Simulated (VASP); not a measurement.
# Sb (P6_3/mmc) in VASP: notebook

The runs below take Sb through single point, with LDA.

Program: VASP 6.6.1. These are calculated values, not measurements. Logs are shortened: lines on timing, memory, paths and dates and some standing lists are left out, and cuts for length are marked.

### 1 The cell of the first run

Symmetry: P6_3/mmc, No. 194, hexagonal system. The conventional cell has a = 3.299 Å, b = 3.299 Å, c = 5.455 Å, α = 90.00°, β = 90.00°, γ = 120.00°. Within 4.3 Å of Sb (site symmetry -6m2) lie 12 Sb at 3.30 to 3.33 Å.

This isn't the form of Sb at room conditions, which is rhombohedral.

### 2 Single point, LDA

File INCAR:

```
PREC = Accurate
ENCUT = 520
EDIFF = 1E-6
ISMEAR = -1
SIGMA = 0.08
LREAL = False
LASPH = True
NELM = 80
ALGO = Normal
ISIF = 2
LWAVE = False
LCHARG = True
GGA = CA
LELF = True
LVHAR = True
NBANDS = 12
```

File KPOINTS:

```
Automatic mesh
0
Gamma
  14 14 8
```

File POSCAR:

```
Sb
1.0
    1.6492625101     -2.8566064624      0.0000000000
    1.6492625100      2.8566064624      0.0000000000
    0.0000000000      0.0000000000      5.4548007447
Sb
2
Direct
    0.6666666670      0.3333333330      0.2500000000
    0.3333333330      0.6666666670      0.7500000000
```

Potentials or basis: VASP PAW LDA potentials, release 64 (Sb).

Run with:

```
$ cat potpaw_LDA.64/Sb/POTCAR > POTCAR
$ mpirun -np 1 vasp_std > vasp.out
```

OUTCAR:

```text
PREC = Accurate
   ENCUT = 520
   EDIFF = 1E-6
   ISMEAR = -1
   LREAL = False
   LASPH = True
   NELM = 80
   ISIF = 2
   GGA = CA

 ion  position               nearest neighbor table
   1  0.667  0.333  0.250-   2 3.33   2 3.33   2 3.33   2 3.33   2 3.33   2 3.33
   2  0.333  0.667  0.750-   1 3.33   1 3.33   1 3.33   1 3.33   1 3.33   1 3.33

  LATTYP: Found a hexagonal cell.
 ALAT       =     3.2985250201
 C/A-ratio  =     1.6537090704

  Lattice vectors:

 A1 = (   1.6492625101,  -2.8566064624,   0.0000000000)
 A2 = (   1.6492625100,   2.8566064624,   0.0000000000)
 A3 = (   0.0000000000,   0.0000000000,   5.4548007447)

Analysis of symmetry for initial positions (statically):
=====================================================================
 Subroutine PRICEL returns:
 Original cell was already a primitive cell.

 Routine SETGRP: Setting up the symmetry group for a
 hexagonal supercell.

 Subroutine GETGRP returns: Found 24 space group operations
 (whereof 12 operations were pure point group operations)
 out of a pool of 24 trial point group operations.

The static configuration has the point symmetry D_3d.
 The point group associated with its full space group is D_6h.

Analysis of symmetry for dynamics (positions and initial velocities):
=====================================================================
 Subroutine PRICEL returns:
 Original cell was already a primitive cell.

 Routine SETGRP: Setting up the symmetry group for a
 hexagonal supercell.

 Subroutine GETGRP returns: Found 24 space group operations
 (whereof 12 operations were pure point group operations)
 out of a pool of 24 trial point group operations.

The dynamic configuration has the point symmetry D_3d.
 The point group associated with its full space group is D_6h.

 Subroutine INISYM returns: Found 24 space group operations
 (whereof 12 operations are pure point group operations),
 and found     1 'primitive' translations

----------------------------------------------------------------------------------------

                                     Primitive cell

  volume of cell :      51.3983

  direct lattice vectors                    reciprocal lattice vectors
     1.649262510 -2.856606462  0.000000000     0.303165807 -0.175032860  0.000000000
     1.649262510  2.856606462  0.000000000     0.303165807  0.175032860  0.000000000
     0.000000000  0.000000000  5.454800745     0.000000000  0.000000000  0.183324753

  length of vectors
     3.298525020  3.298525020  5.454800745     0.350065721  0.350065721  0.183324753

  position of ions in fractional coordinates (direct lattice)
     0.666666667  0.333333333  0.250000000
     0.333333333  0.666666667  0.750000000

  ion indices of the primitive-cell ions
   primitive index   ion index
                 1           1
                 2           2

----------------------------------------------------------------------------------------

 KPOINTS: Automatic mesh

Automatic generation of k-mesh.
 Grid dimensions read from file:
 generate k-points for:   14   14    8

 Generating k-lattice:

  Cartesian coordinates                     Fractional coordinates (reciprocal lattice)
     0.021654701 -0.012502347  0.000000000     0.071428571  0.000000000  0.000000000
     0.021654701  0.012502347  0.000000000     0.000000000  0.071428571  0.000000000
     0.000000000  0.000000000  0.022915594     0.000000000  0.000000000  0.125000000

  Length of vectors
     0.025004694  0.025004694  0.022915594

  Shift w.r.t. Gamma in fractional coordinates (k-lattice)
     0.000000000  0.000000000  0.000000000

 Subroutine IBZKPT returns following result:
 ===========================================

 Found    120 irreducible k-points:

 Following reciprocal coordinates:
            Coordinates               Weight
  0.000000  0.000000  0.000000      1.000000
  0.071429  0.000000  0.000000      6.000000
  0.142857  0.000000  0.000000      6.000000
  0.214286  0.000000  0.000000      6.000000
  0.285714 -0.000000  0.000000      6.000000
  0.357143  0.000000  0.000000      6.000000
[... 16 lines left out ...]
  0.285714  0.285714  0.000000      6.000000
  0.357143  0.285714  0.000000      6.000000
 [... further k-points ...]
   k-points           NKPTS =    120   k-points in BZ     NKDIM =    120   number of bands    NBANDS=     12
   number of dos      NEDOS =    301   number of ions     NIONS =      2
   total plane-waves  NPLWV =  32928
   dimension x,y,z NGX =    28 NGY =   28 NGZ =   42
   dimension x,y,z NGXF=    56 NGYF=   56 NGZF=   84
   ions per type =               2
   NGX,Y,Z   is equivalent  to a cutoff of  14.11, 14.11, 12.80 a.u.
   NGXF,Y,Z  is equivalent  to a cutoff of  28.22, 28.22, 25.60 a.u.
 SYSTEM =  unknown system
   PREC   = accura    normal or accurate (medium, high low for compatibility)
   ISTART =      0    job   : 0-new  1-cont  2-samecut
   ICHARG =      2    charge: 1-file 2-atom 10-const
   ISPIN  =      1    spin polarized calculation?
   LNONCOLLINEAR =      F non collinear calculations
   LSORBIT =      F    spin-orbit coupling
   LASPH  =      T    aspherical Exc in radial PAW
   ENCUT  =  520.0 eV  38.22 Ry    6.18 a.u.   6.13  6.13 10.14*2*pi/ulx,y,z
   NELM   =     80;   NELMIN=  2; NELMDL= -5     # of ELM steps
   EDIFF  = 0.1E-05   stopping-criterion for ELM
   LREAL  =      F    real-space projection
   EDIFFG = 0.1E-04   stopping-criterion for IOM
   NSW    =      0    number of steps for IOM
   IBRION =     -1    ionic relax: 0-MD 1-quasi-New 2-CG
   NFREE  =      0    steps in history (QN), initial steepest desc. (CG)
   ISIF   =      2    stress and relaxation
   ISYM   =      2    0-nonsym 1-usesym 2-fastsym
   POTIM  = 0.5000    time-step for ionic-motion
   TEBEG  =    0.0;   TEEND  =   0.0 temperature during run
   PSTRESS=    0.0 pullay stress
   NELECT =      10.0000    total number of electrons
   NUPDOWN=      -1.0000    fix difference up-down
   EMIN   =  10.00;   EMAX   =-10.00  energy-range for DOS
   EFERMI =   0.00;   METHOD = LEGACY
   ISMEAR =    -1;   SIGMA  =   0.08  broadening in eV -4-tet -1-fermi 0-gaus
   EFERMI_NEDOS =   21; number of points for ismear=-14 and -15
   IALGO  =     38    algorithm
   IMIX   =      4    mixing-type and parameters
     AMIX     =   0.40;   BMIX     =  1.00
     AMIX_MAG =   1.60;   BMIX_MAG =  1.00
  volume/ion in A,a.u.               =      25.70       173.43
  Fermi-wavevector in a.u.,A,eV,Ry     =   0.948619  1.792630 12.243583  0.899878
  Thomas-Fermi vector in A             =   2.076824
   LORBIT       =      0    0 simple, 1 ext, 2 COOP (PROOUT), +10 PAW based schemes
   GGA     = CA    functional components
   LHFCALC =     F    Hartree Fock is set to
   AEXX    =    0.0000 exact exchange contribution
   IVDW    =     0    specifies the selected vdW correction
   LEPSILON=     F    determine dielectric tensor
   LRPA    =     F    only Hartree local field effects (RPA)
 non-spin polarized calculation
  energy-cutoff  :      520.00
  volume of cell :       51.40
 maximum number of plane-waves:      1406
 NGX is ok and might be reduce to    28
   NGX = 13   NGY = 13   NGZ = 21

 number of electron      10.0000000 magnetization

 Free energy of the ion-electron system (eV)
  ---------------------------------------------------
  ext. energy  EPLUGINS =         0.00000000
  ---------------------------------------------------
  free energy    TOTEN  =        -9.15977746 eV

  energy without entropy =       -9.12899638  energy(sigma->0) =       -9.14438692

 E-fermi :   9.0798     XC(G=0): -10.5722

 val. band max:        9.0773418795   @ k =   0.4286   0.0714   0.3750
 cond. band min:       9.1238959221   @ k =   0.1429   0.0714   0.1250
 fundamental gap:      0.0465540426
 Fermi energy:         9.0798161315

 k-point     1 :       0.0000    0.0000    0.0000
  band No.  band energies     occupation
      1      -4.2782      2.00000
      2      -0.4144      2.00000
      3       2.9213      2.00000
      4      12.9128      0.00000
      5      12.9128      0.00000
      6      14.4994      0.00000
      7      14.5635      0.00000
      8      14.5635      0.00000
      9      17.0814      0.00000
     10      18.0223      0.00000
     11      19.0355      0.00000
     12      19.0355      0.00000

 k-point     2 :       0.0714    0.0000    0.0000
  band No.  band energies     occupation
      1      -4.1836      2.00000
      2      -0.3298      2.00000
      3       3.0201      2.00000
      4      11.9242      0.00000
      5      12.5310      0.00000
      6      14.0531      0.00000
      7      14.4275      0.00000
      8      14.6565      0.00000
      9      17.3495      0.00000
     10      17.9356      0.00000
     11      19.0036      0.00000
     12      19.0468      0.00000

 k-point     3 :       0.1429    0.0000    0.0000
  band No.  band energies     occupation
      1      -3.9006      2.00000
      2      -0.0796      2.00000
      3       3.3145      2.00000
      4      10.0627      0.00001
      5      11.7885      0.00000
      6      12.7939      0.00000
      7      14.1067      0.00000
      8      14.5417      0.00000
      9      16.2467      0.00000
     10      18.3324      0.00000
     11      18.8026      0.00000
     12      19.2245      0.00000

 k-point     4 :       0.2143    0.0000    0.0000
  band No.  band energies     occupation
      1      -3.4318      2.00000
      2       0.3226      2.00000
      3       3.7986      2.00000
      4       8.1111      1.99999
      5      11.0351      0.00000
      6      11.2005      0.00000
      7      13.3205      0.00000
      8      14.1209      0.00000
      9      15.2210      0.00000
     10      17.5179      0.00000
     11      18.6437      0.00000
     12      19.2390      0.00000

 k-point     5 :       0.2857   -0.0000    0.0000
  band No.  band energies     occupation
      1      -2.7837      2.00000
      2       0.8327      2.00000
      3       4.4601      2.00000
      4       6.3100      2.00000
      5       9.5157      0.00857
      6      10.3899      0.00000
      7      12.1080      0.00000
      8      13.6204      0.00000
      9      14.4799      0.00000
     10      17.1142      0.00000
     11      18.2492      0.00000
     12      18.7779      0.00000
[... 228 lines left out ...]
      1      -0.9425      2.00000
      2       1.6135      2.00000
      3       5.1003      2.00000
      4       5.9540      2.00000
      5       6.3204      2.00000
      6       8.2236      1.99996
      7       9.7283      0.00060
      8      10.0192      0.00002
      9      13.7224      0.00000
     10      18.2040      0.00000
     11      19.9927      0.00000
     12      20.2450      0.00000

 k-point    22 :       0.3571    0.2143    0.0000
  band No.  band energies     occupation
      1      -0.0979      2.00000
      2       1.2557      2.00000
      3       4.7383      2.00000
      4       6.1566      2.00000
      5       7.0410      2.00000
      6       7.1483      2.00000
      7       9.0767      1.01921
      8       9.4645      0.01619
      9      13.3717      0.00000
     10      18.0770      0.00000
     11      20.6786      0.00000
     12      21.4588      0.00000

 k-point    23 :       0.2857    0.2857    0.0000
  band No.  band energies     occupation
      1      -0.0995      2.00000
      2       1.4378      2.00000
      3       4.8068      2.00000
      4       5.7756      2.00000
      5       7.1866      2.00000
      6       7.5911      2.00000
      7       8.5450      1.99750
      8       9.2325      0.25839
      9      12.9407      0.00000
     10      19.9592      0.00000
     11      20.2735      0.00000
     12      20.7931      0.00000

 k-point    24 :       0.3571    0.2857    0.0000
  band No.  band energies     occupation
      1       0.5156      2.00000
      2       1.0618      2.00000
      3       4.4835      2.00000
      4       6.4997      2.00000
      5       6.7565      2.00000
      6       7.8348      2.00000
      7       8.1890      1.99997
      8       8.6146      1.99406
      9      12.6735      0.00000
     10      20.0571      0.00000
     11      21.3825      0.00000
     12      21.7462      0.00000

 [... further k-points ...]

------------------------ aborting loop because EDIFF is reached ----------------------------------------

  FORCE on cell =-STRESS in cart. coord.  units (eV):
  Direction    XX          YY          ZZ          XY          YZ          ZX
  --------------------------------------------------------------------------------------
  -------------------------------------------------------------------------------------
  Total        0.0716168      0.0716168     -0.0570071     -0.0000000     -0.0000000      0.0000000
  in kB        2.2324219      2.2324219     -1.7770111     -0.0000000     -0.0000000      0.0000000
  external PRESSURE =       0.8959443 kB  Pullay stress =       0.0000000 kB

 VOLUME and BASIS-vectors are now :
 -----------------------------------------------------------------------------
  energy-cutoff  :      520.00
  volume of cell :       51.40
      direct lattice vectors                 reciprocal lattice vectors
     1.649262510 -2.856606462  0.000000000     0.303165807 -0.175032860  0.000000000
     1.649262510  2.856606462  0.000000000     0.303165807  0.175032860  0.000000000
     0.000000000  0.000000000  5.454800745     0.000000000  0.000000000  0.183324753

 POSITION                                       TOTAL-FORCE (eV/Angst)
 -----------------------------------------------------------------------------------
      1.64926     -0.95220      1.36370         0.000000      0.000000      0.000000
      1.64926      0.95220      4.09110        -0.000000      0.000000      0.000000
 -----------------------------------------------------------------------------------
    total drift:                                0.000000      0.000000      0.000000

  FREE ENERGIE OF THE ION-ELECTRON SYSTEM (eV)
  ---------------------------------------------------
  free  energy   TOTEN  =        -9.1597774611 eV

  energy  without entropy=       -9.1289963825  energy(sigma->0) =       -9.14438692
```

Run time: 65 s. Hardware: 1 thread of Intel Xeon 8259CL, shared host; peak memory 0.19 GiB.

Results:

```yaml
Free_energy: -9.1598 eV
Pressure: 0.1 GPa
Band_gap_on_the_k_mesh: zero (bands 5 and 6 overlap by 7.83 eV)
```

Caveat: spin-orbit coupling is left out, which moves the levels of the heavy elements.

### 3 Single point, LDA

File INCAR:

```
PREC = Accurate ; ENCUT = 520
EDIFF = 1E-6 ; ISMEAR = -1
SIGMA = 0.08 ; LREAL = False
LASPH = True ; NELM = 80
ALGO = Normal ; ISIF = 2
LWAVE = False ; LCHARG = False
NBANDS = 12
```

KPOINTS is that of step 2.

POSCAR is that of step 2.

Potentials or basis: VASP PAW LDA potentials, release 64 (Sb).

Run with:

```
$ cat potpaw_LDA.64/Sb/POTCAR > POTCAR
$ mpirun -np 1 vasp_std > vasp.out
```

OUTCAR:

```text
PREC = Accurate
   ENCUT = 520
   EDIFF = 1E-6
   ISMEAR = -1
   LREAL = False
   LASPH = True
   NELM = 80
   ISIF = 2

 ion  position               nearest neighbor table
   1  0.667  0.333  0.250-   2 3.33   2 3.33   2 3.33   2 3.33   2 3.33   2 3.33
   2  0.333  0.667  0.750-   1 3.33   1 3.33   1 3.33   1 3.33   1 3.33   1 3.33

  LATTYP: Found a hexagonal cell.
 ALAT       =     3.2985250201
 C/A-ratio  =     1.6537090704

  Lattice vectors:

[... 548 lines left out ...]

------------------------ aborting loop because EDIFF is reached ----------------------------------------

  FORCE on cell =-STRESS in cart. coord.  units (eV):
  Direction    XX          YY          ZZ          XY          YZ          ZX
  --------------------------------------------------------------------------------------
  -------------------------------------------------------------------------------------
  Total        0.0716168      0.0716168     -0.0570071     -0.0000000     -0.0000000      0.0000000
  in kB        2.2324219      2.2324219     -1.7770111     -0.0000000     -0.0000000      0.0000000
  external PRESSURE =       0.8959443 kB  Pullay stress =       0.0000000 kB

 VOLUME and BASIS-vectors are now :
 -----------------------------------------------------------------------------
  energy-cutoff  :      520.00
  volume of cell :       51.40
      direct lattice vectors                 reciprocal lattice vectors
     1.649262510 -2.856606462  0.000000000     0.303165807 -0.175032860  0.000000000
     1.649262510  2.856606462  0.000000000     0.303165807  0.175032860  0.000000000
     0.000000000  0.000000000  5.454800745     0.000000000  0.000000000  0.183324753

 POSITION                                       TOTAL-FORCE (eV/Angst)
 -----------------------------------------------------------------------------------
      1.64926     -0.95220      1.36370         0.000000      0.000000      0.000000
      1.64926      0.95220      4.09110        -0.000000      0.000000      0.000000
 -----------------------------------------------------------------------------------
    total drift:                                0.000000      0.000000      0.000000

  FREE ENERGIE OF THE ION-ELECTRON SYSTEM (eV)
  ---------------------------------------------------
  free  energy   TOTEN  =        -9.1597774611 eV

  energy  without entropy=       -9.1289963825  energy(sigma->0) =       -9.14438692
```

OSZICAR:

```text
N       E                     dE             d eps       ncg     rms          rms(c)
DAV:   1     0.341144463281E+02    0.34114E+02   -0.36051E+03  2880   0.667E+02
DAV:   2    -0.734175662020E+01   -0.41456E+02   -0.40288E+02  3980   0.110E+02
DAV:   3    -0.915879553384E+01   -0.18170E+01   -0.17950E+01  3592   0.258E+01
DAV:   4    -0.917370236030E+01   -0.14907E-01   -0.14904E-01  3272   0.282E+00
DAV:   5    -0.917386521363E+01   -0.16285E-03   -0.16285E-03  3432   0.325E-01    0.275E+00
DAV:   6    -0.916477134775E+01    0.90939E-02   -0.31225E-03  3248   0.250E-01    0.158E+00
DAV:   7    -0.915979990327E+01    0.49714E-02   -0.57592E-03  3068   0.340E-01    0.287E-02
DAV:   8    -0.915977804102E+01    0.21862E-04   -0.72681E-05  3468   0.601E-02    0.150E-02
DAV:   9    -0.915977746106E+01    0.57996E-06   -0.15013E-06  2772   0.929E-03
   1 F= -.91597775E+01 E0= -.91443869E+01  d E =-.307811E-01
```

Run time: 64 s. Hardware: 1 thread of Intel Xeon 8259CL, shared host; peak memory 0.19 GiB.

What came out:

* Free energy: -9.1598 eV
* Pressure: 0.1 GPa
* Band gap on the k mesh: zero (bands 5 and 6 overlap by 7.83 eV)

Levels at points of the mesh, in eV from the Fermi level:
| k point | band 1 | band 2 | band 3 | band 4 | band 5 | band 6 | band 7 | band 8 | band 9 | band 10 |
| --- | --- | --- | --- | --- | --- | --- | --- | --- | --- | --- |
| (0.00, 0.00, 0.00) | -13.36 | -9.49 | -6.16 | 3.83 | 3.83 | 5.42 | 5.48 | 5.48 | 8.00 | 8.94 |
| (0.50, 0.00, 0.00) | -9.55 | -8.23 | -4.56 | -3.34 | -2.42 | -0.22 | 0.42 | 3.74 | 4.53 | 7.56 |
| (0.00, 0.00, 0.50) | -12.11 | -12.11 | -1.02 | -1.02 | 4.65 | 4.65 | 4.65 | 4.65 | 8.88 | 8.88 |
| (0.50, 0.00, 0.50) | -8.63 | -8.63 | -5.62 | -5.62 | 1.68 | 1.68 | 1.75 | 1.75 | 5.83 | 5.83 |

Caveat: spin-orbit coupling is left out, which moves the levels of the heavy elements.
